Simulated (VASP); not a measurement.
# P (Cmce) in VASP: a series of runs, part 2 of 2

VASP 6.6.1. The steps go on from the part before.

## (3) Relaxation of shape and atoms at fixed volume, PBE+D3(BJ) (15.52 Å³/atom)

This run uses another cell than the first one, of 15.52 Å³/atom.

File INCAR:

```
SYSTEM = P
PREC     = Accurate       ! precision mode
ENCUT    = 600            ! plane-wave cutoff, eV
EDIFF    = 1E-7           ! SCF threshold, eV
ISMEAR   = 0              ! smearing method
SIGMA    = 0.1            ! smearing width, eV
LREAL    = .False.        ! projectors in reciprocal space
LASPH    = .True.         ! aspherical terms in the spheres
NELM     = 60             ! most SCF steps
ALGO     = Normal         ! electronic algorithm
ISIF     = 4              ! what is computed and relaxed
LWAVE    = .False.        ! write WAVECAR
LCHARG   = .False.        ! write CHGCAR
GGA      = PE             ! functional
IVDW     = 12             ! dispersion correction
IBRION   = 2              ! ionic algorithm
NSW      = 50             ! ionic steps
EDIFFG   = -0.01          ! ionic threshold
```

File KPOINTS:

```
regular mesh
0
Gamma
  14 14 10
  0 0 0
```

File POSCAR:

```
P
1.0
    1.6519990766     -4.8976444525      0.0000000000
    1.6519990766      4.8976444525      0.0000000000
    0.0000000000      0.0000000000      3.8361884968
P
4
Direct
    0.8892801654      0.1107198346      0.0598774923
    0.6107198346      0.3892801654      0.5598774923
    0.1107198346      0.8892801654      0.9401225077
    0.3892801654      0.6107198346      0.4401225077
```

Potentials or basis: VASP PAW PBE potentials, release 64 (P).

Command:

```
> cat potpaw_PBE.64/P/POTCAR > POTCAR
> mpirun -np 1 vasp_std > vasp.out
```

OUTCAR:

```text
SYSTEM = P
   PREC = Accurate
   ENCUT = 600
   EDIFF = 1E-7
   ISMEAR = 0
   LREAL = .False.
   LASPH = .True.
   NELM = 60
   ISIF = 4
   GGA = PE
   IVDW = 12
   IBRION = 2
   NSW = 50
   EDIFFG = -0.01
 IVDW          = 12

 ion  position               nearest neighbor table
   1  0.889  0.111  0.060-   4 2.20   4 2.20   3 2.22   4 2.90   4 2.90
   2  0.611  0.389  0.560-   3 2.20   3 2.20   4 2.22   3 2.90   3 2.90
   3  0.111  0.889  0.940-   2 2.20   2 2.20   1 2.22   2 2.90   2 2.90
   4  0.389  0.611  0.440-   1 2.20   1 2.20   2 2.22   1 2.90   1 2.90

  LATTYP: Found a base centered orthorhombic cell.
 ALAT       =     3.3039981532
 B/A-ratio  =     2.9646774758
 C/A-ratio  =     1.1610746492

  Lattice vectors:

 A1 = (   1.6519990766,  -4.8976444525,   0.0000000000)
 A2 = (   1.6519990766,   4.8976444525,   0.0000000000)
 A3 = (   0.0000000000,   0.0000000000,   3.8361884968)

[... 524 lines left out ...]
  free energy    TOTEN  =       -21.04915721 eV

  energy without entropy =      -21.04644889  energy(sigma->0) =      -21.04780305

 E-fermi :   8.9357     XC(G=0): -10.9298

 val. band max:        8.9343433324   @ k =   0.2857   0.2857   0.0000
 cond. band min:       8.9469324432   @ k =  -0.4286   0.4286   0.0000
 fundamental gap:      0.0125891108
 Fermi energy:         8.9357187030

 k-point     1 :       0.0000    0.0000    0.0000
  band No.  band energies     occupation
      1      -7.6697      2.00000
      2      -3.6244      2.00000
      3       0.5425      2.00000
      4       0.8536      2.00000
      5       3.4297      2.00000
      6       4.4103      2.00000
      7       5.4901      2.00000
      8       5.7352      2.00000
      9       6.2104      2.00000
     10       7.7376      2.00000
     11      10.2787      0.00000
     12      10.7574      0.00000
     13      10.8140      0.00000
     14      13.2627      0.00000
[... 377 lines left out ...]
      1      -5.4753      2.00000
      2      -3.4279      2.00000
      3      -1.5293      2.00000
      4      -1.1795      2.00000
      5       2.8723      2.00000
      6       4.6538      2.00000
      7       5.3352      2.00000
      8       6.5930      2.00000
      9       6.7403      2.00000
     10       7.2646      2.00000
     11       9.6471      0.00000
     12       9.9462      0.00000
     13      10.1192      0.00000
     14      10.7057      0.00000

 [... further k-points ...]

------------------------ aborting loop because EDIFF is reached ----------------------------------------

 Edisp (eV)   -1.81462

 E8    (eV) :    -0.6854
[... 27 lines left out ...]
  FREE ENERGIE OF THE ION-ELECTRON SYSTEM (eV)
  ---------------------------------------------------
  free  energy   TOTEN  =       -22.8637789958 eV

  energy  without entropy=      -22.8610706751  energy(sigma->0) =      -22.86242484

 reached required accuracy - stopping structural energy minimisation
```

CONTCAR:

```text
P
   1.00000000000000
     1.6732542143571876   -4.9014981236155490   -0.0000000000000000
     1.6732542143571876    4.9014981236155490    0.0000000000000000
     0.0000000000000000    0.0000000000000000    3.7844800900676838
  P
     4
Direct
     0.8882271359807632    0.1117728640192368    0.0562017506169954
     0.6117728640192368    0.3882271359807632    0.5562017506169954
     0.1117728640192368    0.8882271359807632    0.9437982493830046
     0.3882271359807632    0.6117728640192368    0.4437982493830046

  0.00000000E+00  0.00000000E+00  0.00000000E+00
  0.00000000E+00  0.00000000E+00  0.00000000E+00
  0.00000000E+00  0.00000000E+00  0.00000000E+00
  0.00000000E+00  0.00000000E+00  0.00000000E+00
```

Wall time 77 min (1 thread of Intel Xeon 8259CL, shared host); peak memory 0.4 GiB.

What came out:

```yaml
Free_energy: -22.8638 eV
Energy_gained_by_relaxing: 2.6 meV/atom
Ionic_steps: 9
Pressure_after_relaxing: 4.4 GPa
Largest_force_after_relaxing: 0.005 eV/Å
Band_gap_on_the_k_mesh: zero (bands 10 and 11 overlap by 0.82 eV)
Dispersion_energy_per_atom: -0.454 eV
```

Forces in eV/Å, atoms in the order of the input:
```
P    0.000  0.002 -0.005
P    0.000 -0.002 -0.005
P    0.000 -0.002  0.005
P    0.000  0.002  0.005
```

The path:
```
step  energy change (eV)  largest force (eV/Å)  pressure (GPa)  volume (Å³)
   1              0.0000                0.2406            6.26        62.08
   2             -0.0073                0.0476            5.10        62.08
   3             -0.0078                0.0233            4.70        62.08
   4             -0.0091                0.0139            4.59        62.08
   5             -0.0099                0.0175            4.41        62.08
   6             -0.0100                0.0497            4.36        62.08
   7             -0.0101                0.0221            4.38        62.08
   8             -0.0102                0.0121            4.38        62.08
   9             -0.0103                0.0050            4.37        62.08
```

Final structure:
```
P
1.0
     1.67325   -4.90150    0.00000
     1.67325    4.90150    0.00000
     0.00000    0.00000    3.78448
P
4
Direct
  0.88823 0.11177 0.05620
  0.61177 0.38823 0.55620
  0.11177 0.88823 0.94380
  0.38823 0.61177 0.44380
```

Levels at points of the mesh, in eV from the Fermi level:
```
           k point  band 6  band 7  band 8  band 9  band 10  band 11  band 12  band 13  band 14
(0.00, 0.00, 0.00)   -4.53   -3.45   -3.20   -2.73    -1.20     1.34     1.82     1.88     4.33
(0.50, 0.00, 0.00)   -4.71   -2.85   -2.85   -2.48    -2.48     0.42     0.42     1.49     1.49
(0.50, 0.50, 0.00)   -5.02   -4.51   -2.36   -2.27    -1.03    -0.01     1.07     2.69     3.86
(0.00, 0.00, 0.50)   -5.78   -3.13   -3.13   -0.42    -0.42     1.25     1.25     1.34     1.34
(0.50, 0.00, 0.50)   -6.72   -6.24   -6.24   -2.39    -2.39     1.39     1.39     6.39     6.39
(0.50, 0.50, 0.50)   -3.30   -2.28   -2.28   -0.88    -0.88     1.05     1.05     2.12     2.12
```

The gap in the log of VASP goes by the Fermi energy; the results here count the filled bands.